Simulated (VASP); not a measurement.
# C (P6_3/mmc) in VASP: single point with HSE06

Aim: the single point of C with HSE06.

Everything below comes from runs of VASP 6.6.1. Logs are shortened: lines on timing, memory, paths and dates and some standing lists are left out, and cuts for length are marked.

## Step 1: The cell of the first run

Symmetry: P6_3/mmc, No. 194, hexagonal system. The conventional cell has a = 2.510 Å, b = 2.510 Å, c = 8.280 Å, α = 90.00°, β = 90.00°, γ = 120.00°. C (site symmetry 3m) has 4 C at 1.54 Å within 2.1 Å. C (site symmetry 3m) has 4 C at 1.54 to 1.57 Å within 2.1 Å.

## Step 2: Single point, HSE06

POSCAR reads:

```
C
1.0
    2.5098430528      0.0000000000      0.0000000000
   -1.2549215264      2.1735878433      0.0000000000
    0.0000000000      0.0000000000      8.2802486716
C
8
Direct
    0.0000000000      0.0000000000      0.0008143108
    0.3333333333      0.6666666667      0.2492477432
    0.0000000000      0.0000000000      0.5008143108
    0.6666666667      0.3333333333      0.7492477432
    0.0000000000      0.0000000000      0.1866856892
    0.3333333333      0.6666666667      0.4382522568
    0.0000000000      0.0000000000      0.6866856892
    0.6666666667      0.3333333333      0.9382522568
```

INCAR.step1 reads:

```
  ALGO = Normal
  EDIFF = 1E-5
  ENCUT = 520
  GGA = PE
  ISIF = 2
  ISMEAR = 0
  LASPH = T
  LCHARG = F
  LREAL = F
  LWAVE = T
  NBANDS = 26
  NELM = 80
  PREC = Accurate
  SIGMA = 0.01
```

INCAR.step2 reads:

```
  ALGO = Normal
  EDIFF = 1E-7
  ENCUT = 520
  GGA = PE
  HFSCREEN = 0.2079
  ISIF = 2
  ISMEAR = 0
  ISTART = 1
  LASPH = T
  LCHARG = F
  LHFCALC = T
  LREAL = F
  LWAVE = F
  NBANDS = 26
  NELM = 80
  PREC = Accurate
  PRECFOCK = Fast
  SIGMA = 0.01
```

KPOINTS reads:

```
k-points
0
Gamma
  6 6 2
```

Potentials or basis: VASP PAW PBE potentials, release 64 (C).

Started as:

```bash
cat potpaw_PBE.64/C/POTCAR > POTCAR
cp INCAR.step1 INCAR
mpirun -np 1 vasp_std > vasp.out
cp INCAR.step2 INCAR
mpirun -np 1 vasp_std > vasp.out
```

OUTCAR:

```text
EDIFF = 1E-7
   ENCUT = 520
   GGA = PE
   HFSCREEN = 0.2079
   ISIF = 2
   ISMEAR = 0
   ISTART = 1
   LASPH = T
   LHFCALC = T
   LREAL = F
   NELM = 80
   PREC = Accurate
   PRECFOCK = Fast

 ion  position               nearest neighbor table
   1  0.000  0.000  0.001-   8 1.54   8 1.54   8 1.54   5 1.54
   2  0.333  0.667  0.249-   5 1.54   5 1.54   5 1.54   6 1.57
   3  0.000  0.000  0.501-   6 1.54   6 1.54   6 1.54   7 1.54
   4  0.667  0.333  0.749-   7 1.54   7 1.54   7 1.54   8 1.57
   5  0.000  0.000  0.187-   2 1.54   2 1.54   2 1.54   1 1.54
   6  0.333  0.667  0.438-   3 1.54   3 1.54   3 1.54   2 1.57
   7  0.000  0.000  0.687-   4 1.54   4 1.54   4 1.54   3 1.54
   8  0.667  0.333  0.938-   1 1.54   1 1.54   1 1.54   4 1.57

  LATTYP: Found a hexagonal cell.
 ALAT       =     2.5098430528
 C/A-ratio  =     3.2991101425

  Lattice vectors:

 A1 = (   2.5098430528,   0.0000000000,   0.0000000000)
 A2 = (  -1.2549215264,   2.1735878433,   0.0000000000)
 A3 = (   0.0000000000,   0.0000000000,   8.2802486716)

Analysis of symmetry for initial positions (statically):
=====================================================================
 Subroutine PRICEL returns:
 Original cell was already a primitive cell.

 Routine SETGRP: Setting up the symmetry group for a
 hexagonal supercell.

 Subroutine GETGRP returns: Found 24 space group operations
 (whereof  6 operations were pure point group operations)
 out of a pool of 24 trial point group operations.

The static configuration has the point symmetry C_3v.
 The point group associated with its full space group is D_6h.

Analysis of symmetry for dynamics (positions and initial velocities):
=====================================================================
 Subroutine PRICEL returns:
 Original cell was already a primitive cell.

 Routine SETGRP: Setting up the symmetry group for a
 hexagonal supercell.

 Subroutine GETGRP returns: Found 24 space group operations
 (whereof  6 operations were pure point group operations)
 out of a pool of 24 trial point group operations.

The dynamic configuration has the point symmetry C_3v.
 The point group associated with its full space group is D_6h.

 Subroutine INISYM returns: Found 24 space group operations
 (whereof  6 operations are pure point group operations),
 and found     1 'primitive' translations

----------------------------------------------------------------------------------------

                                     Primitive cell

  volume of cell :      45.1718

  direct lattice vectors                    reciprocal lattice vectors
     2.509843053  0.000000000  0.000000000     0.398431288  0.230034411  0.000000000
    -1.254921526  2.173587843  0.000000000     0.000000000  0.460068823  0.000000000
     0.000000000  0.000000000  8.280248672     0.000000000  0.000000000  0.120769320

  length of vectors
     2.509843053  2.509843053  8.280248672     0.460068823  0.460068823  0.120769320

  position of ions in fractional coordinates (direct lattice)
     0.000000000  0.000000000  0.000814311
     0.333333333  0.666666667  0.249247743
     0.000000000  0.000000000  0.500814311
     0.666666667  0.333333333  0.749247743
     0.000000000  0.000000000  0.186685689
     0.333333333  0.666666667  0.438252257
     0.000000000  0.000000000  0.686685689
     0.666666667  0.333333333  0.938252257

  ion indices of the primitive-cell ions
   primitive index   ion index
                 1           1
                 2           2
                 3           3
                 4           4
                 5           5
                 6           6
                 7           7
                 8           8

----------------------------------------------------------------------------------------

 KPOINTS: k-points

Automatic generation of k-mesh.
 Grid dimensions read from file:
 generate k-points for:    6    6    2

 Generating k-lattice:

  Cartesian coordinates                     Fractional coordinates (reciprocal lattice)
     0.066405215  0.038339069  0.000000000     0.166666667  0.000000000  0.000000000
     0.000000000  0.076678137  0.000000000     0.000000000  0.166666667  0.000000000
     0.000000000  0.000000000  0.060384660     0.000000000  0.000000000  0.500000000

  Length of vectors
     0.076678137  0.076678137  0.060384660

  Shift w.r.t. Gamma in fractional coordinates (k-lattice)
     0.000000000  0.000000000  0.000000000

 Subroutine IBZKPT returns following result:
 ===========================================

 Found     14 irreducible k-points:

 Following reciprocal coordinates:
            Coordinates               Weight
  0.000000  0.000000  0.000000      1.000000
  0.166667  0.000000  0.000000      6.000000
  0.333333  0.000000  0.000000      6.000000
  0.500000 -0.000000  0.000000      3.000000
  0.166667  0.166667  0.000000      6.000000
  0.333333  0.166667  0.000000     12.000000
  0.333333  0.333333  0.000000      2.000000
  0.000000  0.000000  0.500000      1.000000
  0.166667  0.000000  0.500000      6.000000
  0.333333  0.000000  0.500000      6.000000
  0.500000 -0.000000  0.500000      3.000000
  0.166667  0.166667  0.500000      6.000000
  0.333333  0.166667  0.500000     12.000000
  0.333333  0.333333  0.500000      2.000000
   k-points           NKPTS =     14   k-points in BZ     NKDIM =     72   number of bands    NBANDS=     26
   number of dos      NEDOS =    301   number of ions     NIONS =      8
   total plane-waves  NPLWV =  25600
   dimension x,y,z NGX =    20 NGY =   20 NGZ =   64
   dimension x,y,z NGXF=    40 NGYF=   40 NGZF=  128
   ions per type =               8
   NGX,Y,Z   is equivalent  to a cutoff of  13.25, 13.25, 12.85 a.u.
   NGXF,Y,Z  is equivalent  to a cutoff of  26.50, 26.50, 25.70 a.u.
 SYSTEM =  unknown system
   PREC   = accura    normal or accurate (medium, high low for compatibility)
   ISTART =      1    job   : 0-new  1-cont  2-samecut
   ICHARG =      0    charge: 1-file 2-atom 10-const
   ISPIN  =      1    spin polarized calculation?
   LNONCOLLINEAR =      F non collinear calculations
   LSORBIT =      F    spin-orbit coupling
   LASPH  =      T    aspherical Exc in radial PAW
   ENCUT  =  520.0 eV  38.22 Ry    6.18 a.u.   4.67  4.67 15.40*2*pi/ulx,y,z
   NELM   =     80;   NELMIN=  2; NELMDL=  0     # of ELM steps
   EDIFF  = 0.1E-06   stopping-criterion for ELM
   LREAL  =      F    real-space projection
   EDIFFG = 0.1E-05   stopping-criterion for IOM
   NSW    =      0    number of steps for IOM
   IBRION =     -1    ionic relax: 0-MD 1-quasi-New 2-CG
   NFREE  =      0    steps in history (QN), initial steepest desc. (CG)
   ISIF   =      2    stress and relaxation
   ISYM   =      3    0-nonsym 1-usesym 2-fastsym
   POTIM  = 0.5000    time-step for ionic-motion
   TEBEG  =    0.0;   TEEND  =   0.0 temperature during run
   PSTRESS=    0.0 pullay stress
   NELECT =      32.0000    total number of electrons
   NUPDOWN=      -1.0000    fix difference up-down
   EMIN   =  10.00;   EMAX   =-10.00  energy-range for DOS
   EFERMI =   0.00;   METHOD = LEGACY
   ISMEAR =     0;   SIGMA  =   0.01  broadening in eV -4-tet -1-fermi 0-gaus
   EFERMI_NEDOS =   21; number of points for ismear=-14 and -15
   IALGO  =     38    algorithm
   IMIX   =      1    mixing-type and parameters
     AMIX     =   0.40;   BMIX     =  1.00
     AMIX_MAG =   1.60;   BMIX_MAG =  1.00
  volume/ion in A,a.u.               =       5.65        38.10
  Fermi-wavevector in a.u.,A,eV,Ry     =   1.459382  2.757833 28.977648  2.129797
  Thomas-Fermi vector in A             =   2.575956
   LORBIT       =      0    0 simple, 1 ext, 2 COOP (PROOUT), +10 PAW based schemes
   GGA     = PE    functional components
   LHFCALC =     T    Hartree Fock is set to
   PRECFOCK=fast      Normal, Fast or Accurate (Low or Medium for compatibility)
   ENCUT4O =  -1.0   cutoff for four orbital integrals eV
   NKREDX  =     1    reduce k-point grid by
   NKREDY  =     1    reduce k-point grid by
   NKREDZ  =     1    reduce k-point grid by
   AEXX    =    0.2500 exact exchange contribution
   HFSCREEN=    0.2079 screening length (either q_TF or 0.3 A-1)
   HFSCREENC=   0.2079 screening length for correlation (either q_TF or 0.3 A-1)
   ENCUTFOCK=  -1.0 apply spherical cutoff to Coloumb kernel
   IVDW    =     0    specifies the selected vdW correction
   LEPSILON=     F    determine dielectric tensor
   LRPA    =     F    only Hartree local field effects (RPA)
 non-spin polarized calculation
 Gauss-broadening in eV      SIGMA  =   0.01
  energy-cutoff  :      520.00
  volume of cell :       45.17
 maximum number of plane-waves:      1236
 NGX is ok and might be reduce to    20
  NGX = 12; NGY = 12; NGZ = 40

 number of electron      31.9999995 magnetization

 Free energy of the ion-electron system (eV)
  ---------------------------------------------------
  ext. energy  EPLUGINS =         0.00000000
  ---------------------------------------------------
  free energy    TOTEN  =       -84.10433164 eV

  energy without entropy =      -84.10433164  energy(sigma->0) =      -84.10433164

 E-fermi :   9.4533     XC(G=0): -10.8374

 val. band max:        9.3151555452   @ k =   0.0000   0.0000   0.0000
 cond. band min:      15.0968874964   @ k =   0.5000  -0.0000   0.0000
 fundamental gap:      5.7817319512
 Fermi energy:         9.4533065580

 k-point     1 :       0.0000    0.0000    0.0000
  band No.  band energies     occupation
      1     -14.4356      2.00000
      2     -12.6568      2.00000
      3     -12.5369      2.00000
      4      -8.3124      2.00000
      5      -5.5000      2.00000
      6       1.7948      2.00000
[... 18 lines left out ...]
     25      19.0917      0.00000
     26      19.3414      0.00000

 k-point     2 :       0.1667    0.0000    0.0000
  band No.  band energies     occupation
      1     -13.6914      2.00000
      2     -11.9228      2.00000
      3     -11.8063      2.00000
      4      -7.6412      2.00000
      5      -4.8228      2.00000
      6       2.0610      2.00000
[... 18 lines left out ...]
     25      20.4590      0.00000
     26      21.4822      0.00000

 k-point     3 :       0.3333    0.0000    0.0000
  band No.  band energies     occupation
      1     -11.4997      2.00000
      2      -9.7676      2.00000
      3      -9.6750      2.00000
      4      -5.6873      2.00000
      5      -3.5906      2.00000
      6      -1.9547      2.00000
[... 18 lines left out ...]
     25      22.2534      0.00000
     26      23.0686      0.00000

 k-point     4 :       0.5000   -0.0000    0.0000
  band No.  band energies     occupation
      1      -8.5830      2.00000
      2      -7.8083      2.00000
      3      -7.0690      2.00000
      4      -5.6176      2.00000
      5      -5.4222      2.00000
      6      -5.2348      2.00000
[... 18 lines left out ...]
     25      23.3803      0.00000
     26      23.3879      0.00000
[... 206 lines left out ...]
      1     -11.7674      2.00000
      2     -11.7674      2.00000
      3      -8.2827      2.00000
      4      -8.2827      2.00000
      5      -1.3286      2.00000
      6      -1.3286      2.00000
[... 18 lines left out ...]
     25      21.9908      0.00000
     26      21.9908      0.00000

 k-point    13 :       0.3333    0.1667    0.5000
  band No.  band energies     occupation
      1      -8.9865      2.00000
      2      -8.9865      2.00000
      3      -5.9277      2.00000
      4      -5.9277      2.00000
      5      -4.0446      2.00000
      6      -4.0446      2.00000
[... 18 lines left out ...]
     25      22.1037      0.00000
     26      22.1037      0.00000

 k-point    14 :       0.3333    0.3333    0.5000
  band No.  band energies     occupation
      1      -6.4050      2.00000
      2      -6.4050      2.00000
      3      -6.1633      2.00000
      4      -6.1633      2.00000
      5      -3.5841      2.00000
      6      -3.5841      2.00000
[... 18 lines left out ...]
     25      23.9740      0.00000
     26      23.9740      0.00000

------------------------ aborting loop because EDIFF is reached ----------------------------------------

  FORCE on cell =-STRESS in cart. coord.  units (eV):
  Direction    XX          YY          ZZ          XY          YZ          ZX
  --------------------------------------------------------------------------------------
  -------------------------------------------------------------------------------------
  Total       -1.2714714     -1.2714714     -1.5328021      0.0000000      0.0000000      0.0000000
  in kB      -45.0972462    -45.0972462    -54.3662699      0.0000000      0.0000000      0.0000000
  external PRESSURE =     -48.1869207 kB  Pullay stress =       0.0000000 kB

 VOLUME and BASIS-vectors are now :
 -----------------------------------------------------------------------------
  energy-cutoff  :      520.00
  volume of cell :       45.17
      direct lattice vectors                 reciprocal lattice vectors
     2.509843053  0.000000000  0.000000000     0.398431288  0.230034411  0.000000000
    -1.254921526  2.173587843  0.000000000     0.000000000  0.460068823  0.000000000
     0.000000000  0.000000000  8.280248672     0.000000000  0.000000000  0.120769320

 POSITION                                       TOTAL-FORCE (eV/Angst)
 -----------------------------------------------------------------------------------
      0.00000      0.00000      0.00674         0.000000     -0.000000     -0.028849
     -0.00000      1.44906      2.06383         0.000000     -0.000000      0.012963
      0.00000      0.00000      4.14687        -0.000000      0.000000     -0.028849
      1.25492      0.72453      6.20396        -0.000000      0.000000      0.012963
      0.00000      0.00000      1.54580        -0.000000      0.000000      0.028849
     -0.00000      1.44906      3.62884         0.000000     -0.000000     -0.012963
      0.00000      0.00000      5.68593         0.000000      0.000000      0.028849
      1.25492      0.72453      7.76896        -0.000000      0.000000     -0.012963
 -----------------------------------------------------------------------------------
    total drift:                                0.000001     -0.000001      0.000009

  FREE ENERGIE OF THE ION-ELECTRON SYSTEM (eV)
  ---------------------------------------------------
  free  energy   TOTEN  =       -84.1043316356 eV

  energy  without entropy=      -84.1043316356  energy(sigma->0) =      -84.10433164
```

It took 23 min on 1 thread of Intel Xeon Platinum 8259CL at 2.50GHz (Skylake/Cascade Lake), shared host; peak memory 0.27 GiB.

Results:

* Free energy: -84.1043 eV
* Pressure: -4.8 GPa
* Largest force: 0.029 eV/Å
* Band gap on the k mesh: 5.78 eV (least direct gap 6.69 eV)

Forces in eV/Å, atoms in the order of the input:
```
C    0.000  0.000 -0.029
C    0.000  0.000  0.013
C    0.000  0.000 -0.029
C    0.000  0.000  0.013
C    0.000  0.000  0.029
C    0.000  0.000 -0.013
C    0.000  0.000  0.029
C    0.000  0.000 -0.013
```

Stress tensor (GPa, compression positive):
```
-4.51  0.00  0.00
 0.00 -4.51  0.00
 0.00  0.00 -5.44
```

Caveat: the k points lie up to 0.48 Å⁻¹ apart; the PAW data sets were made with another functional, which shifts forces and pressure a little. A k mesh can miss the band edges.
